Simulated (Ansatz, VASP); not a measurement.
# Ru in VASP and in Ansatz

```
CELL_PARAMETERS angstrom
2.47945 0.00000 0.00000
0.00000 2.47945 0.00000
0.00000 0.00000 2.47945
ATOMIC_POSITIONS crystal
Ru 0.00000 0.00000 0.00000
```

Alike in both runs: task relaxation of cell and atoms; functional PBEsol; k mesh 16 × 16 × 16; occupations gaussian, width 0.1 eV; no spin polarisation.

```csv
,VASP,Ansatz
version,VASP 6.6.1,Ansatz 0.2.0
potentials or method,"VASP PAW PBE potentials, release 64 (Ru_pv), cutoff 600 eV","scalar-relativistic, plane waves, PAW"
valence electrons in the cell,14,16
```

VASP gave:

| Item | Value |
| --- | --- |
| gap on the k mesh at the Fermi level, each at its own relaxed structure (eV) | none |
| relaxed volume (Å³/atom) | 15.26 |
| relaxed cell length with the largest relative difference (Å) | 2.481 |

Question: What did Ansatz give for the same quantities?

Answer: gap on the k mesh at the Fermi level, each at its own relaxed structure (eV): none; relaxed volume (Å³/atom): 15.25; relaxed cell length with the largest relative difference (Å): 2.480.

VASP's potentials were made for PBE, not for PBEsol. A gap of «none» marks a metal or a gap that the smearing closes. VASP's potentials hold 14 valence electrons a cell and Ansatz's 16, so a difference there can come from the potentials and not from the codes.
